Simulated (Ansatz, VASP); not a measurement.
## One calculation of SiGe, two programs

```
Si Ge
1.0
     3.78358    0.00000    0.00000
    -1.89179    3.27668    0.00000
     0.00000    0.00000    6.25009
Si Ge
2 2
Direct
  0.66667 0.33333 0.87433
  0.33333 0.66667 0.37433
  0.66667 0.33333 0.50066
  0.33333 0.66667 0.00066
```

Change from the starting cell: equal strain along all axes, cell held, atoms relaxed: -3.0 %.

Alike in both runs: functional PBEsol; k mesh 12 × 12 × 6; occupations gaussian, width 0.02 eV; no spin polarisation.

Ansatz relaxed the structure, and its values are those at the end. VASP's run is a single point on that final structure, the one shown.

|  | VASP | Ansatz |
| --- | --- | --- |
| version | VASP 6.6.1 | Ansatz 0.2.0 |
| potentials or method | VASP PAW PBE potentials, release 64 (Si, Ge_d), cutoff 520 eV | scalar-relativistic, plane waves, PAW |
| valence electrons in the cell | 36 | 36 |

|  | VASP | Ansatz | Ansatz less VASP |
| --- | --- | --- | --- |
| gap on the k mesh at the Fermi level (eV) | 0.18 | 0.18 | -0.001 |
| least direct gap on the mesh (eV) | 0.66 | 0.65 | -0.006 |
| pressure (GPa) | 9.1 | 9.1 | +0.02 |

VASP's potentials were made for PBE, not for PBEsol. Ansatz's warnings: stress scf threshold loose.
